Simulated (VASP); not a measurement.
# CdI2 (P-3m1) in VASP: settings compared, part 2 of 2

VASP 6.6.1.

### Step 3. Dielectric tensor, PBE

This run uses another cell than the first one: it holds 3 atoms, not 9.

The input, INCAR:

```
SYSTEM = CdI2
PREC     = Accurate       ! precision mode
ENCUT    = 400            ! plane-wave cutoff, eV
EDIFF    = 1E-8           ! SCF threshold, eV
ISMEAR   = 0              ! smearing method
SIGMA    = 0.01           ! smearing width, eV
LREAL    = .False.        ! projectors in reciprocal space
LASPH    = .True.         ! aspherical terms in the spheres
NELM     = 120            ! most SCF steps
ALGO     = Normal         ! electronic algorithm
ISIF     = 2              ! what is computed and relaxed
LWAVE    = .False.        ! write WAVECAR
LCHARG   = .False.        ! write CHGCAR
GGA      = PE             ! functional
LEPSILON = .True.         ! dielectric tensor by DFPT
GGA_COMPAT= .False.
```

The input, KPOINTS:

```
regular mesh
0
Gamma
  8 8 4
  0 0 0
```

The input, POSCAR:

```
CdI2
1.0
    4.2440000000      0.0000000000      0.0000000000
   -2.1220000000      3.6754118137      0.0000000000
    0.0000000000      0.0000000000      6.8590000000
Cd I
1 2
Direct
    0.0000000000      0.0000000000      0.0000000000
    0.3333333333      0.6666666667      0.2524926357
    0.6666666667      0.3333333333      0.7475073643
```

Potentials or basis: VASP PAW PBE potentials, release 64 (Cd, I).

Command:

```
$ cat potpaw_PBE.64/Cd/POTCAR potpaw_PBE.64/I/POTCAR > POTCAR
$ mpirun -np 1 vasp_std > vasp.out
```

OUTCAR:

```text
SYSTEM = CdI2
   PREC = Accurate
   ENCUT = 400
   EDIFF = 1E-8
   ISMEAR = 0
   LREAL = .False.
   LASPH = .True.
   NELM = 120
   ISIF = 2
   GGA = PE
   LEPSILON = .True.

 ion  position               nearest neighbor table
   1  0.000  0.000  0.000-   2 3.00   3 3.00   3 3.00   2 3.00   3 3.00   2 3.00
   2  0.333  0.667  0.252-   1 3.00   1 3.00   1 3.00
   3  0.667  0.333  0.748-   1 3.00   1 3.00   1 3.00

  LATTYP: Found a hexagonal cell.
 ALAT       =     4.2440000000
 C/A-ratio  =     1.6161639962

  Lattice vectors:

 A1 = (   4.2440000000,   0.0000000000,   0.0000000000)
 A2 = (  -2.1220000000,   3.6754118137,   0.0000000000)
 A3 = (   0.0000000000,   0.0000000000,   6.8590000000)

Analysis of symmetry for initial positions (statically):
=====================================================================
 Subroutine PRICEL returns:
 Original cell was already a primitive cell.

 Routine SETGRP: Setting up the symmetry group for a
 hexagonal supercell.

 Subroutine GETGRP returns: Found 12 space group operations
 (whereof 12 operations were pure point group operations)
 out of a pool of 24 trial point group operations.

[... 703 lines left out ...]
  free energy    TOTEN  =        -1.26697811 eV

  energy without entropy =       -1.26697811

------------------------ aborting loop because EDIFF is reached ----------------------------------------

 PIEZOELECTRIC TENSOR FIELD DIRECTION 3  (e Angst)
 -----------------------------------------------------------------------------
     0.00189  0.00000  0.00000           ( -0.00000  0.00000  0.00000)
     0.00000  0.00189 -0.00000           (  0.00000 -0.00000  0.00000)
     0.00000  0.00000  0.00143           (  0.00000  0.00000 -0.00001)

 PIEZOELECTRIC TENSOR FIELD DIRECTION 3  (C/m^2)
 -----------------------------------------------------------------------------
     0.00028  0.00000  0.00000
     0.00000  0.00028 -0.00000
     0.00000  0.00000  0.00021

 MACROSCOPIC STATIC DIELECTRIC TENSOR (including local field effects in DFT)
 ------------------------------------------------------
           5.699760     0.000000     0.000000
          -0.000000     5.699760     0.000000
          -0.000000     0.000000     4.868851
 ------------------------------------------------------

 PIEZOELECTRIC TENSOR (including local field effects)  for field in x, y, z        (e  Angst)
          XX          YY          ZZ          XY          YZ          ZX
  --------------------------------------------------------------------------------
  x     0.00000     0.00000     0.00000     0.00000     0.00000     0.00000
  y     0.00000     0.00000     0.00000     0.00000     0.00000     0.00000
  z     0.00000     0.00000     0.00000     0.00000     0.00000     0.00000

 PIEZOELECTRIC TENSOR (including local field effects)  for field in x, y, z        (C/m^2)
          XX          YY          ZZ          XY          YZ          ZX
  --------------------------------------------------------------------------------
  x     0.00000     0.00000     0.00000     0.00000     0.00000     0.00000
  y     0.00000     0.00000     0.00000     0.00000     0.00000     0.00000
  z     0.00000     0.00000     0.00000     0.00000     0.00000     0.00000

 BORN EFFECTIVE CHARGES (including local field effects) (in |e|, cummulative output)
 ---------------------------------------------------------------------------------
 ion    1
    1     2.97587     0.00000     0.00000
    2     0.00000     2.97587     0.00000
    3     0.00000     0.00000     1.75768
 ion    2
    1    -1.48794     0.00000     0.00000
    2     0.00000    -1.48794    -0.00000
    3     0.00000    -0.00000    -0.87884
 ion    3
    1    -1.48794     0.00000     0.00000
    2     0.00000    -1.48794    -0.00000
    3     0.00000    -0.00000    -0.87884
```

OSZICAR:

```text
N       E                     dE             d eps       ncg     rms          rms(c)
[... 12 lines left out ...]
RMM:   7    -0.126615555550E+01   -0.73332E-02   -0.34369E-04  1954   0.123E-01    0.371E-02
RMM:   8    -0.126675849767E+01   -0.60294E-03    0.45083E-05  2056   0.235E-02    0.254E-02
RMM:   9    -0.126695848658E+01   -0.19999E-03    0.35453E-05  1759   0.182E-02    0.346E-03
RMM:  10    -0.126700702524E+01   -0.48539E-04    0.25560E-05  2105   0.371E-03    0.256E-03
RMM:  11    -0.126699350110E+01    0.13524E-04    0.12521E-05  1969   0.179E-03    0.740E-04
RMM:  12    -0.126698086991E+01    0.12631E-04    0.97549E-06  2015   0.139E-03    0.538E-04
RMM:  13    -0.126697877312E+01    0.20968E-05    0.11811E-05  2023   0.585E-04    0.198E-04
RMM:  14    -0.126697818537E+01    0.58775E-06    0.69392E-06  1078   0.400E-04    0.891E-05
RMM:  15    -0.126697811275E+01    0.72620E-07   -0.20382E-09   952   0.397E-04    0.706E-06
```

stdout:

```text
POSCAR found type information on POSCAR CdI
 POSCAR found :  2 types and       3 ions
 scaLAPACK will be used
 LDA part: xc-table for (Slater+PW92), standard interpolation
 POSCAR, INCAR and KPOINTS ok, starting setup
 FFT: planning ... GRIDC
 FFT: planning ... GRID_SOFT
 FFT: planning ... GRID
 WAVECAR not read
 entering main loop
 Linear response reoptimize wavefunctions to high precision
 Linear response G [H, r] |phi>, progress :
  Direction:   1
 Linear response G [H, r] |phi>, progress :
  Direction:   2
 Linear response G [H, r] |phi>, progress :
  Direction:   3
 Linear response to external field (no local field effect), progress :
  Direction:   1
 dielectric tensor                  component  1 :     5.881    -1.176    -0.116
 Linear response to external field (no local field effect), progress :
  Direction:   2
 dielectric tensor                  component  2 :    -1.176     6.316    -0.300
 Linear response to external field (no local field effect), progress :
  Direction:   3
 dielectric tensor                  component  3 :    -0.116    -0.300     5.990
 Linear response to external field, progress :
  Direction:   1
 dielectric tensor                  component  1 :     5.700    -0.713     0.042
 Linear response to external field, progress :
  Direction:   2
 dielectric tensor                  component  2 :    -0.710     5.700    -0.000
 Linear response to external field, progress :
  Direction:   3
 dielectric tensor                  component  3 :    -0.139    -0.263     4.869
 Born effective charges drift removed
```

It took 7.5 min on 1 thread of Oxide Virtual Turin-like, shared host; peak memory 0.35 GiB.

What came out:

* Band gap on the k mesh: 2.32 eV (least direct gap 2.57 eV)
* Electronic dielectric tensor (diagonal): 5.70, 5.70, 4.87
* Born charges (mean of the diagonal): Cd +2.57; I -1.28 e

Levels at points of the mesh, in eV from the valence-band top:
```csv
k point,band 9,band 10,band 11,band 12,band 13,band 14,band 15,band 16,band 17
"(0.00, 0.00, 0.00)",-0.30,-0.30,-0.18,-0.18,-0.15,2.42,4.47,6.34,6.34
"(0.50, 0.00, 0.00)",-2.74,-2.03,-1.51,-0.76,-0.15,2.63,4.97,5.88,6.45
"(0.00, 0.00, 0.50)",-1.66,-0.44,-0.44,-0.02,-0.02,3.58,4.50,6.13,6.13
"(0.50, 0.00, 0.50)",-3.20,-1.29,-1.22,-0.53,-0.49,2.32,4.88,5.77,6.60
```

Electronic dielectric tensor:
```
5.70 0.00 0.00
0.00 5.70 0.00
0.00 0.00 4.87
```

Born effective charge tensors (e):
atom 1, Cd
```
2.98 0.00 0.00
0.00 2.98 0.00
0.00 0.00 1.76
```
atom 2, I
```
-1.49  0.00  0.00
 0.00 -1.49  0.00
 0.00  0.00 -0.88
```
atom 3, I
```
-1.49  0.00  0.00
 0.00 -1.49  0.00
 0.00  0.00 -0.88
```

Caveat: spin-orbit coupling is left out, which moves the levels of the heavy elements; this functional lacks dispersion, which binds layers or chains, so the pressure and a relaxed spacing across them are unreliable. A k mesh can miss the band edges.

### Step 4. Electric field gradients, r2SCAN

This run uses another cell than the first one: it holds 3 atoms, not 9.

POSCAR is that of step 3.

The input, INCAR.step1:

```
ALGO = Normal
EDIFF = 1E-5
ENCUT = 440
GGA = PE
GGA_COMPAT = False
ISMEAR = -1
ISYM = 0
LASPH = True
LCHARG = False
LREAL = False
LWAVE = True
NBANDS = 20
NELM = 120
PREC = Accurate
SIGMA = 0.02
```

The input, INCAR.step2:

```
ALGO = Normal
EDIFF = 1E-8
ENCUT = 440
GGA_COMPAT = False
ISIF = 2
ISMEAR = -1
ISTART = 1
ISYM = 0
LASPH = True
LCHARG = False
LEFG = True
LMIXTAU = True
LREAL = False
LWAVE = False
METAGGA = R2SCAN
NBANDS = 20
NELM = 120
PREC = Accurate
SIGMA = 0.02
```

The input, KPOINTS:

```
k-points
0
Gamma
  8 8 4
```

Potentials or basis: VASP PAW PBE potentials, release 64 (Cd, I).

Command:

```
$ cat potpaw_PBE.64/Cd/POTCAR potpaw_PBE.64/I/POTCAR > POTCAR
$ cp INCAR.step1 INCAR
$ mpirun -np 1 vasp_std > vasp.out
$ cp INCAR.step2 INCAR
$ mpirun -np 1 vasp_std > vasp.out
```

OUTCAR:

```text
EDIFF = 1E-8
   ENCUT = 440
   ISIF = 2
   ISMEAR = -1
   ISTART = 1
   ISYM = 0
   LASPH = True
   LREAL = False
   METAGGA = R2SCAN
   NELM = 120
   PREC = Accurate

 ion  position               nearest neighbor table
   1  0.000  0.000  0.000-   2 3.00   3 3.00   3 3.00   2 3.00   3 3.00   2 3.00
   2  0.333  0.667  0.252-   1 3.00   1 3.00   1 3.00
   3  0.667  0.333  0.748-   1 3.00   1 3.00   1 3.00

IMPORTANT INFORMATION: All symmetrisations will be switched off!
NOSYMM: (Re-)initialisation of all symmetry stuff for point group C_1.

[... 739 lines left out ...]
---------------------------------------------------------------------
 ion       V_xx      V_yy      V_zz      V_xy      V_xz      V_yz
---------------------------------------------------------------------
   1      -0.091    -0.090     0.182     0.001     0.000    -0.000
   2      20.864    20.865   -41.729     0.000    -0.000     0.000
   3      20.864    20.865   -41.729     0.000    -0.000     0.000
---------------------------------------------------------------------

 Electric field gradients after diagonalization (V/A^2)
 (convention: |V_zz| > |V_xx| > |V_yy|)
----------------------------------------------------------------------
 ion       V_xx      V_yy      V_zz     asymmetry (V_yy - V_xx)/ V_zz
----------------------------------------------------------------------
   1      -0.092    -0.090     0.182       0.011
   2      20.865    20.864   -41.729       0.000
   3      20.865    20.864   -41.729       0.000
----------------------------------------------------------------------

           NMR quadrupolar parameters

 Cq : quadrupolar parameter    Cq=e*Q*V_zz/h
 eta: asymmetry parameters     (V_yy - V_xx)/ V_zz
 Q  : nuclear electric quadrupole moment in mb (millibarn)
----------------------------------------------------------------------
 ion       Cq(MHz)       eta       Q (mb)
----------------------------------------------------------------------
   1       0.000       0.011       1.000
   2      -0.101       0.000       1.000
   3      -0.101       0.000       1.000
----------------------------------------------------------------------
```

OUTCAR.step1:

```text
EDIFF = 1E-5
   ENCUT = 440
   GGA = PE
   ISMEAR = -1
   ISYM = 0
[... 739 lines left out ...]
      0.00000      0.00000      0.00000        -0.000000     -0.000000     -0.000001
     -0.00000      2.45027      1.73185         0.000001     -0.000000      0.018301
      2.12200      1.22514      5.12715        -0.000001      0.000000     -0.018301
 -----------------------------------------------------------------------------------
    total drift:                               -0.000000      0.000000     -0.000000

  FREE ENERGIE OF THE ION-ELECTRON SYSTEM (eV)
  ---------------------------------------------------
  free  energy   TOTEN  =        -5.4884752327 eV

  energy  without entropy=       -5.4884752327  energy(sigma->0) =       -5.48847523
```

Run time: 8.9 min. Hardware: 1 thread of Oxide Virtual Turin-like, shared host; peak memory 0.33 GiB.

Results:

```yaml
Free_energy: -71.3468 eV
Pressure: 0.8 GPa
Largest_force: 0.061 eV/Å
Band_gap_on_the_k_mesh: 2.76 eV (least direct gap 3.13 eV)
Largest_electric_field_gradient_by_atom: Cd +0.2; I -41.7 V/Å²
```

Forces on the atoms (eV/Å):
```
Cd   0.000  0.000  0.000
I    0.000  0.000 -0.061
I    0.000  0.000  0.061
```

Electric field gradients, principal values (V/Å²):
| atom | least | middle | greatest (by size) |
| --- | --- | --- | --- |
| 1 Cd | -0.090 | -0.092 | 0.182 |
| 2 I | 20.864 | 20.865 | -41.729 |
| 3 I | 20.864 | 20.865 | -41.729 |

Caveat: without QUAD_EFG the Cq values of the log hold for a quadrupole moment of 1 mb, not for the nuclei; the PAW data sets were made with another functional, which shifts forces and pressure a little; spin-orbit coupling is left out, which moves the levels of the heavy elements.

### Step 5. Summary

| task | level | cell | k mesh | cutoff (eV) | smearing | gap on the mesh (eV) | pressure (GPa) | largest force (eV/Å) |
| --- | --- | --- | --- | --- | --- | --- | --- | --- |
| electric field gradients | PBE | a = 7.351, b = 7.351, c = 6.859 Å, angles 90.0, 90.0, 120.0°, 9 atoms, atomic positions A | 3 × 3 × 3 | 400 | gaussian 0.01 eV | 2.46 | 1.4 | 0.02 |
| dielectric tensor | PBE | a = 4.244, b = 4.244, c = 6.859 Å, angles 90.0, 90.0, 120.0°, 3 atoms, atomic positions B | 8 × 8 × 4 | 400 | gaussian 0.01 eV | 2.32 | - | - |
| electric field gradients | r2SCAN | a = 4.244, b = 4.244, c = 6.859 Å, angles 90.0, 90.0, 120.0°, 3 atoms, atomic positions B | 8 × 8 × 4 | 440 | fermi-dirac 0.02 eV | 2.76 | 0.8 | 0.06 |

Alike in all rows: potentials or basis VASP PAW PBE potentials, release 64 (Cd, I); no spin polarisation.

Caveats: spin-orbit coupling is left out, which moves the levels of the heavy elements; this functional lacks dispersion, which binds layers or chains, so the pressure and a relaxed spacing across them are unreliable (at least some runs); the PAW data sets were made with another functional, which shifts forces and pressure a little (at least some runs).

Absolute energies hang on the potentials; compare differences alone.
